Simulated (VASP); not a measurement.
# InSb (F-43m) in VASP: settings compared

The runs below take InSb through electric field gradients, with r2SCAN, PBE.

Everything below comes from runs of VASP 6.6.1. Logs are shortened: lines on timing, memory, paths and dates and some standing lists are left out, and cuts for length are marked.

**Experimental background.**

“Electronic Structure and Epitaxy of CdTe Shells on InSb Nanowires”, 2021, arxiv:2111.05126 quotes, for a bulk crystal of InSb: band gap 0.24 eV.

The results are compared with them further down.

## 1. The cell of the first run

It takes space group F-43m (No. 216, cubic). Conventional cell: a = 6.478 Å, b = 6.478 Å, c = 6.478 Å, α = 90.00°, β = 90.00°, γ = 90.00°. In (site symmetry -43m) has 4 Sb at 2.81 Å within 3.7 Å. Sb (site symmetry -43m) has 4 In at 2.81 Å within 3.7 Å.

## 2. Electric field gradients, r2SCAN

The input, POSCAR:

```
InSb
1.0
    0.0000000000      3.2391000000      3.2391000000
    3.2391000000      0.0000000000      3.2391000000
    3.2391000000      3.2391000000      0.0000000000
In Sb
1 1
Direct
    0.0000000000      0.0000000000      0.0000000000
    0.7500000000      0.7500000000      0.7500000000
```

The input, INCAR.step1:

```
SYSTEM = InSb
PREC = Accurate
ENCUT = 520
ISMEAR = -1
SIGMA = 0.05
LREAL = .False.
LASPH = .True.
NELM = 60
NBANDS = 16
GGA = PE
ALGO = Normal
EDIFF = 1E-4
LWAVE = .True.
LCHARG = .False.
```

The input, INCAR.step2:

```
SYSTEM = InSb
PREC = Accurate
ENCUT = 520
EDIFF = 1E-8
ISMEAR = -1
SIGMA = 0.05
LREAL = .False.
LASPH = .True.
NELM = 60
ALGO = Normal
ISIF = 2
LWAVE = .False.
LCHARG = .False.
METAGGA = R2SCAN
LMIXTAU = .True.
LEFG = .True.
NBANDS = 16
ISTART = 1
```

The input, KPOINTS:

```
Automatic mesh
0
Gamma
  9 9 9
  0 0 0
```

Potentials or basis: VASP PAW PBE potentials, release 64 (In_d, Sb).

Run with:

```console
cat potpaw_PBE.64/In_d/POTCAR potpaw_PBE.64/Sb/POTCAR > POTCAR
cp INCAR.step1 INCAR
mpirun -np 1 vasp_std > vasp.out
cp INCAR.step2 INCAR
mpirun -np 1 vasp_std > vasp.out
```

OUTCAR:

```text
SYSTEM = InSb
   PREC = Accurate
   ENCUT = 520
   EDIFF = 1E-8
   ISMEAR = -1
   LREAL = .False.
   LASPH = .True.
   NELM = 60
   ISIF = 2
   METAGGA = R2SCAN
   ISTART = 1

 ion  position               nearest neighbor table
   1  0.000  0.000  0.000-   2 2.81   2 2.81   2 2.81   2 2.81
   2  0.750  0.750  0.750-   1 2.81   1 2.81   1 2.81   1 2.81

  LATTYP: Found a face centered cubic cell.
 ALAT       =     6.4782000000

  Lattice vectors:

 A1 = (   0.0000000000,   3.2391000000,   3.2391000000)
 A2 = (   3.2391000000,   0.0000000000,   3.2391000000)
 A3 = (   3.2391000000,   3.2391000000,   0.0000000000)

Analysis of symmetry for initial positions (statically):
=====================================================================
 Subroutine PRICEL returns:
 Original cell was already a primitive cell.

 Routine SETGRP: Setting up the symmetry group for a
 face centered cubic supercell.

 Subroutine GETGRP returns: Found 24 space group operations
 (whereof 24 operations were pure point group operations)
 out of a pool of 48 trial point group operations.

The static configuration has the point symmetry T_d .

Analysis of symmetry for dynamics (positions and initial velocities):
=====================================================================
 Subroutine PRICEL returns:
 Original cell was already a primitive cell.

 Routine SETGRP: Setting up the symmetry group for a
 face centered cubic supercell.

 Subroutine GETGRP returns: Found 24 space group operations
 (whereof 24 operations were pure point group operations)
 out of a pool of 48 trial point group operations.

The dynamic configuration has the point symmetry T_d .

 Subroutine INISYM returns: Found 24 space group operations
 (whereof 24 operations are pure point group operations),
 and found     1 'primitive' translations

----------------------------------------------------------------------------------------

                                     Primitive cell

  volume of cell :      67.9678

  direct lattice vectors                    reciprocal lattice vectors
     0.000000000  3.239100000  3.239100000    -0.154363867  0.154363867  0.154363867
     3.239100000  0.000000000  3.239100000     0.154363867 -0.154363867  0.154363867
     3.239100000  3.239100000  0.000000000     0.154363867  0.154363867 -0.154363867

  length of vectors
     4.580779150  4.580779150  4.580779150     0.267366060  0.267366060  0.267366060

  position of ions in fractional coordinates (direct lattice)
     0.000000000  0.000000000  0.000000000
     0.750000000  0.750000000  0.750000000

  ion indices of the primitive-cell ions
   primitive index   ion index
                 1           1
                 2           2

----------------------------------------------------------------------------------------

 KPOINTS: Automatic mesh

Automatic generation of k-mesh.
 Grid dimensions read from file:
 generate k-points for:    9    9    9

 Generating k-lattice:

  Cartesian coordinates                     Fractional coordinates (reciprocal lattice)
    -0.017151541  0.017151541  0.017151541     0.111111111  0.000000000  0.000000000
     0.017151541 -0.017151541  0.017151541     0.000000000  0.111111111  0.000000000
     0.017151541  0.017151541 -0.017151541     0.000000000  0.000000000  0.111111111

  Length of vectors
     0.029707340  0.029707340  0.029707340

  Shift w.r.t. Gamma in fractional coordinates (k-lattice)
     0.000000000  0.000000000  0.000000000

 Subroutine IBZKPT returns following result:
 ===========================================

 Found     35 irreducible k-points:

 Following reciprocal coordinates:
            Coordinates               Weight
  0.000000  0.000000  0.000000      1.000000
  0.111111  0.000000  0.000000      8.000000
  0.222222  0.000000  0.000000      8.000000
  0.333333  0.000000  0.000000      8.000000
  0.444444  0.000000  0.000000      8.000000
  0.111111  0.111111  0.000000      6.000000
[... 16 lines left out ...]
 -0.333333  0.333333  0.000000     12.000000
  0.444444  0.444444  0.000000      6.000000
 [... further k-points ...]
   k-points           NKPTS =     35   k-points in BZ     NKDIM =     35   number of bands    NBANDS=     16
   number of dos      NEDOS =    301   number of ions     NIONS =      2
   total plane-waves  NPLWV =  46656
   dimension x,y,z NGX =    36 NGY =   36 NGZ =   36
   dimension x,y,z NGXF=    72 NGYF=   72 NGZF=   72
   ions per type =               1   1
   NGX,Y,Z   is equivalent  to a cutoff of  13.07, 13.07, 13.07 a.u.
   NGXF,Y,Z  is equivalent  to a cutoff of  26.13, 26.13, 26.13 a.u.
 SYSTEM =  InSb
   PREC   = accura    normal or accurate (medium, high low for compatibility)
   ISTART =      1    job   : 0-new  1-cont  2-samecut
   ICHARG =      0    charge: 1-file 2-atom 10-const
   ISPIN  =      1    spin polarized calculation?
   LNONCOLLINEAR =      F non collinear calculations
   LSORBIT =      F    spin-orbit coupling
   LASPH  =      T    aspherical Exc in radial PAW
   ENCUT  =  520.0 eV  38.22 Ry    6.18 a.u.   8.52  8.52  8.52*2*pi/ulx,y,z
   NELM   =     60;   NELMIN=  2; NELMDL=  0     # of ELM steps
   EDIFF  = 0.1E-07   stopping-criterion for ELM
   LREAL  =      F    real-space projection
   EDIFFG = 0.1E-06   stopping-criterion for IOM
   NSW    =      0    number of steps for IOM
   IBRION =     -1    ionic relax: 0-MD 1-quasi-New 2-CG
   NFREE  =      0    steps in history (QN), initial steepest desc. (CG)
   ISIF   =      2    stress and relaxation
   ISYM   =      2    0-nonsym 1-usesym 2-fastsym
   POTIM  = 0.5000    time-step for ionic-motion
   TEBEG  =    0.0;   TEEND  =   0.0 temperature during run
   PSTRESS=    0.0 pullay stress
   NELECT =      18.0000    total number of electrons
   NUPDOWN=      -1.0000    fix difference up-down
   EMIN   =  10.00;   EMAX   =-10.00  energy-range for DOS
   EFERMI =   0.00;   METHOD = LEGACY
   ISMEAR =    -1;   SIGMA  =   0.05  broadening in eV -4-tet -1-fermi 0-gaus
   EFERMI_NEDOS =   21; number of points for ismear=-14 and -15
   IALGO  =     38    algorithm
   IMIX   =      4    mixing-type and parameters
     AMIX     =   0.40;   BMIX     =  1.00
     AMIX_MAG =   1.60;   BMIX_MAG =  1.00
  volume/ion in A,a.u.               =      33.98       229.33
  Fermi-wavevector in a.u.,A,eV,Ry     =   1.051311  1.986690 15.037912  1.105255
  Thomas-Fermi vector in A             =   2.186349
   LORBIT       =      0    0 simple, 1 ext, 2 COOP (PROOUT), +10 PAW based schemes
   METAGGA = R2SCAN    functional components
   LHFCALC =     F    Hartree Fock is set to
   AEXX    =    0.0000 exact exchange contribution
   IVDW    =     0    specifies the selected vdW correction
   LEPSILON=     F    determine dielectric tensor
   LRPA    =     F    only Hartree local field effects (RPA)
 non-spin polarized calculation
  energy-cutoff  :      520.00
  volume of cell :       67.97
 maximum number of plane-waves:      1853
 NGX is ok and might be reduce to    36
   NGX = 17   NGY = 17   NGZ = 17

 number of electron      17.9999993 magnetization

 Free energy of the ion-electron system (eV)
  ---------------------------------------------------
  ext. energy  EPLUGINS =         0.00000000
  ---------------------------------------------------
  free energy    TOTEN  =       -48.75358138 eV

  energy without entropy =      -48.75341914  energy(sigma->0) =      -48.75350026

 E-fermi :   5.0833     XC(G=0):  -9.2445

 val. band max:        4.9268514932   @ k =   0.0000   0.0000   0.0000
 cond. band min:       5.1680419162   @ k =   0.0000   0.0000   0.0000
 fundamental gap:      0.2411904230
 Fermi energy:         5.0832726619

 k-point     1 :       0.0000    0.0000    0.0000
  band No.  band energies     occupation
      1     -10.1703      2.00000
      2     -10.1703      2.00000
      3     -10.1703      2.00000
      4     -10.0681      2.00000
      5     -10.0681      2.00000
      6      -6.1980      2.00000
[... 8 lines left out ...]
     15      13.6280      0.00000
     16      13.6280      0.00000

 k-point     2 :       0.1111    0.0000    0.0000
  band No.  band energies     occupation
      1     -10.1765      2.00000
      2     -10.1675      2.00000
      3     -10.1674      2.00000
      4     -10.0683      2.00000
      5     -10.0683      2.00000
      6      -6.0790      2.00000
[... 8 lines left out ...]
     15      12.9277      0.00000
     16      12.9277      0.00000
[... 387 lines left out ...]
      5     -10.0660      2.00000
      6      -4.2710      2.00000
[... 8 lines left out ...]
     15      13.1620      0.00000
     16      16.5733      0.00000

 k-point    24 :       0.4444    0.4444    0.0000
  band No.  band energies     occupation
      1     -10.2549      2.00000
      2     -10.1232      2.00000
      3     -10.1232      2.00000
      4     -10.0883      2.00000
      5     -10.0583      2.00000
      6      -4.2214      2.00000
[... 8 lines left out ...]
     15      15.4934      0.00000
     16      16.3571      0.00000

 [... further k-points ...]
[... 5 lines left out ...]
  --------------------------------------------------------------------------------------
  -------------------------------------------------------------------------------------
  Total        0.7214913      0.7214913      0.7214913      0.0000000      0.0000000      0.0000000
  in kB       17.0074281     17.0074281     17.0074281      0.0000000      0.0000000      0.0000000
  external PRESSURE =      17.0074281 kB  Pullay stress =       0.0000000 kB

 VOLUME and BASIS-vectors are now :
 -----------------------------------------------------------------------------
  energy-cutoff  :      520.00
  volume of cell :       67.97
      direct lattice vectors                 reciprocal lattice vectors
     0.000000000  3.239100000  3.239100000    -0.154363867  0.154363867  0.154363867
     3.239100000  0.000000000  3.239100000     0.154363867 -0.154363867  0.154363867
     3.239100000  3.239100000  0.000000000     0.154363867  0.154363867 -0.154363867

 POSITION                                       TOTAL-FORCE (eV/Angst)
 -----------------------------------------------------------------------------------
      0.00000      0.00000      0.00000        -0.000000     -0.000000      0.000000
      4.85865      4.85865      4.85865         0.000000      0.000000     -0.000000
 -----------------------------------------------------------------------------------
    total drift:                                0.000002      0.000002      0.000002

  FREE ENERGIE OF THE ION-ELECTRON SYSTEM (eV)
  ---------------------------------------------------
  free  energy   TOTEN  =       -48.7535813770 eV

  energy  without entropy=      -48.7534191395  energy(sigma->0) =      -48.75350026

 Electric field gradients (V/A^2)
---------------------------------------------------------------------
 ion       V_xx      V_yy      V_zz      V_xy      V_xz      V_yz
---------------------------------------------------------------------
   1      -0.000    -0.000     0.000     0.001     0.001     0.001
   2       0.000     0.000     0.000    -0.000    -0.000    -0.000
---------------------------------------------------------------------

 Electric field gradients after diagonalization (V/A^2)
 (convention: |V_zz| > |V_xx| > |V_yy|)
----------------------------------------------------------------------
 ion       V_xx      V_yy      V_zz     asymmetry (V_yy - V_xx)/ V_zz
----------------------------------------------------------------------
   1      -0.001    -0.001     0.003       0.000
   2       0.000     0.000    -0.000       0.000
----------------------------------------------------------------------

           NMR quadrupolar parameters

 Cq : quadrupolar parameter    Cq=e*Q*V_zz/h
 eta: asymmetry parameters     (V_yy - V_xx)/ V_zz
 Q  : nuclear electric quadrupole moment in mb (millibarn)
----------------------------------------------------------------------
 ion       Cq(MHz)       eta       Q (mb)
----------------------------------------------------------------------
   1       0.000       0.000       1.000
   2      -0.000       0.000       1.000
----------------------------------------------------------------------
```

It took 2.6 min on 1 thread of Intel Xeon Platinum 8259CL at 2.50GHz (Skylake/Cascade Lake), shared host; peak memory 0.24 GiB.

What came out:

| Quantity | Value |
| --- | --- |
| Free energy | -48.7536 eV |
| Pressure | 1.7 GPa |
| Band gap on the k mesh | 0.24 eV, direct |

Levels at points of the mesh, in eV from the valence-band top:
```csv
k point,band 5,band 6,band 7,band 8,band 9,band 10,band 11,band 12,band 13,band 14
"(0.00, 0.00, 0.00)",-14.99,-11.12,0.00,0.00,0.00,0.24,3.22,3.22,3.22,6.20
```

Caveat: without QUAD_EFG the Cq values of the log hold for a quadrupole moment of 1 mb, not for the nuclei; the PAW data sets were made with another functional, which shifts forces and pressure a little; spin-orbit coupling is left out, which moves the levels of the heavy elements.

## 3. Electric field gradients, PBE

The input, INCAR:

```
SYSTEM = InSb
PREC = Accurate
ENCUT = 520
EDIFF = 1E-8
ISMEAR = -1
SIGMA = 0.05
LREAL = .FALSE.
LASPH = .TRUE.
NELM = 60
ALGO = Normal
ISIF = 2
LWAVE = .FALSE.
LCHARG = .FALSE.
GGA = PE
LEFG = .TRUE.
NBANDS = 16
```

The input, KPOINTS:

```
regular mesh
0
G
  3 3 3
  0 0 0
```

POSCAR is that of step 2.

Potentials or basis: VASP PAW PBE potentials, release 64 (In_d, Sb).

Run with:

```console
cat potpaw_PBE.64/In_d/POTCAR potpaw_PBE.64/Sb/POTCAR > POTCAR
mpirun -np 1 vasp_std > vasp.out
```

OUTCAR:

```text
SYSTEM = InSb
   PREC = Accurate
   ENCUT = 520
   EDIFF = 1E-8
   ISMEAR = -1
   LREAL = .FALSE.
   LASPH = .TRUE.
   NELM = 60
   ISIF = 2
   GGA = PE

 ion  position               nearest neighbor table
   1  0.000  0.000  0.000-   2 2.81   2 2.81   2 2.81   2 2.81
   2  0.750  0.750  0.750-   1 2.81   1 2.81   1 2.81   1 2.81

  LATTYP: Found a face centered cubic cell.
 ALAT       =     6.4782000000

  Lattice vectors:

 A1 = (   0.0000000000,   3.2391000000,   3.2391000000)
 A2 = (   3.2391000000,   0.0000000000,   3.2391000000)
 A3 = (   3.2391000000,   3.2391000000,   0.0000000000)

Analysis of symmetry for initial positions (statically):
=====================================================================
 Subroutine PRICEL returns:
 Original cell was already a primitive cell.

 Routine SETGRP: Setting up the symmetry group for a
 face centered cubic supercell.

 Subroutine GETGRP returns: Found 24 space group operations
 (whereof 24 operations were pure point group operations)
 out of a pool of 48 trial point group operations.

The static configuration has the point symmetry T_d .

Analysis of symmetry for dynamics (positions and initial velocities):
=====================================================================
 Subroutine PRICEL returns:
 Original cell was already a primitive cell.

 Routine SETGRP: Setting up the symmetry group for a
 face centered cubic supercell.

 Subroutine GETGRP returns: Found 24 space group operations
 (whereof 24 operations were pure point group operations)
 out of a pool of 48 trial point group operations.

[... 137 lines left out ...]
      2      -9.4628      2.00000
      3      -9.4628      2.00000
      4      -9.3809      2.00000
      5      -9.3809      2.00000
      6      -5.5187      2.00000
[... 53 lines left out ...]
      3      -9.4294      2.00000
      4      -9.3877      2.00000
      5      -9.3791      2.00000
      6      -3.6865      2.00000
[... 8 lines left out ...]
     15      12.9597      0.00000
     16      16.2043      0.00000

------------------------ aborting loop because EDIFF is reached ----------------------------------------

  FORCE on cell =-STRESS in cart. coord.  units (eV):
  Direction    XX          YY          ZZ          XY          YZ          ZX
  --------------------------------------------------------------------------------------
  -------------------------------------------------------------------------------------
  Total        2.0347415      2.0347415      2.0347415     -0.0000000      0.0000000     -0.0000000
  in kB       47.9641518     47.9641518     47.9641518     -0.0000000      0.0000000     -0.0000000
  external PRESSURE =      47.9641518 kB  Pullay stress =       0.0000000 kB

 VOLUME and BASIS-vectors are now :
 -----------------------------------------------------------------------------
  energy-cutoff  :      520.00
  volume of cell :       67.97
      direct lattice vectors                 reciprocal lattice vectors
     0.000000000  3.239100000  3.239100000    -0.154363867  0.154363867  0.154363867
     3.239100000  0.000000000  3.239100000     0.154363867 -0.154363867  0.154363867
     3.239100000  3.239100000  0.000000000     0.154363867  0.154363867 -0.154363867

 POSITION                                       TOTAL-FORCE (eV/Angst)
 -----------------------------------------------------------------------------------
      0.00000      0.00000      0.00000        -0.000000      0.000000      0.000000
      4.85865      4.85865      4.85865         0.000000     -0.000000     -0.000000
 -----------------------------------------------------------------------------------
    total drift:                                0.000000      0.000000      0.000000

  FREE ENERGIE OF THE ION-ELECTRON SYSTEM (eV)
  ---------------------------------------------------
  free  energy   TOTEN  =        -6.4309195731 eV

  energy  without entropy=       -6.4236812748  energy(sigma->0) =       -6.42730042

 Electric field gradients (V/A^2)
---------------------------------------------------------------------
 ion       V_xx      V_yy      V_zz      V_xy      V_xz      V_yz
---------------------------------------------------------------------
   1      -0.000    -0.000     0.000     0.001     0.001     0.001
   2      -0.000     0.000     0.000    -0.000    -0.000    -0.000
---------------------------------------------------------------------

 Electric field gradients after diagonalization (V/A^2)
 (convention: |V_zz| > |V_xx| > |V_yy|)
----------------------------------------------------------------------
 ion       V_xx      V_yy      V_zz     asymmetry (V_yy - V_xx)/ V_zz
----------------------------------------------------------------------
   1      -0.001    -0.001     0.003       0.000
   2       0.000     0.000    -0.000       0.000
----------------------------------------------------------------------

           NMR quadrupolar parameters

 Cq : quadrupolar parameter    Cq=e*Q*V_zz/h
 eta: asymmetry parameters     (V_yy - V_xx)/ V_zz
 Q  : nuclear electric quadrupole moment in mb (millibarn)
----------------------------------------------------------------------
 ion       Cq(MHz)       eta       Q (mb)
----------------------------------------------------------------------
   1       0.000       0.000       1.000
   2      -0.000       0.000       1.000
----------------------------------------------------------------------
```

stdout:

```text
POSCAR found type information on POSCAR InSb
 POSCAR found :  2 types and       2 ions
 scaLAPACK will be used
 LDA part: xc-table for (Slater+PW92), standard interpolation
 POSCAR, INCAR and KPOINTS ok, starting setup
 FFT: planning ... GRIDC
 FFT: planning ... GRID_SOFT
 FFT: planning ... GRID
 WAVECAR not read
 entering main loop
ion   1

ion   2
```

It took 9.8 s on 1 thread of Intel Xeon Platinum 8259CL at 2.50GHz (Skylake/Cascade Lake), shared host; peak memory 0.2 GiB.

Results:

| Quantity | Value |
| --- | --- |
| Free energy | -6.4309 eV |
| Pressure | 4.8 GPa |
| Band gap on the k mesh | zero (filled and empty bands touch) |

Caveat: the k points lie up to 0.56 Å⁻¹ apart; without QUAD_EFG the Cq values of the log hold for a quadrupole moment of 1 mb, not for the nuclei; spin-orbit coupling is left out, which moves the levels of the heavy elements.

[end of part 1 of 2]
